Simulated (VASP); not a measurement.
**KCl: single point with PBE**

KCl:

```
K Cl
1.0
    -0.08533    3.12242    3.12242
     3.12242   -0.08533    3.12242
     3.12242    3.12242   -0.08533
K Cl
1 1
Direct
  0.00000 0.00000 0.00000
  0.50000 0.50000 0.50000
```

This cell differs from its parent crystal: epitaxial 111 strain +2.0%.

```json
{
 "Program": "VASP 6.6.1",
 "Task": "single point",
 "Functional": "PBE",
 "Potentials or basis": "VASP PAW PBE potentials, release 64 (K_sv, Cl)",
 "Cutoff": "520 eV",
 "k mesh": "8 × 8 × 8",
 "Occupations": "fermi-dirac, width 0.02 eV",
 "Spin": "no spin polarisation",
 "Dipole correction": "no",
 "Further INCAR settings": "ALGO = Normal; EDIFF = 1e-06; NBANDS = 15"
}
```

The pressure is 0.4 GPa. The band gap on the k mesh is 5.07 eV, direct.

Stress tensor (GPa, compression positive):
```
0.44 0.16 0.16
0.16 0.44 0.16
0.16 0.16 0.44
```

Levels at points of the mesh, in eV from the valence-band top:
```
           k point  band 5  band 6  band 7  band 8  band 9  band 10  band 11  band 12
(0.00, 0.00, 0.00)  -10.76   -0.07   -0.07    0.00    5.07     8.21     8.21     8.55
(0.50, 0.00, 0.00)  -10.52   -1.08   -0.37   -0.30    7.49     8.43    10.25    10.54
(0.50, 0.50, 0.00)  -10.81   -0.70   -0.30   -0.23    6.49     8.21     9.92    10.14
(0.50, 0.50, 0.50)  -10.55   -1.06   -0.42   -0.42    7.49     8.60    10.50    10.50
```

Wall time 54 s on 1 thread of Intel(R) Xeon(R) Platinum 8375C CPU @ 2.90GHz (Ice Lake), with other jobs on the host, peak memory 0.23 GiB.

Caveat: the cell differs from its parent crystal (epitaxial 111 strain +2.0%). A k mesh can miss the band edges.
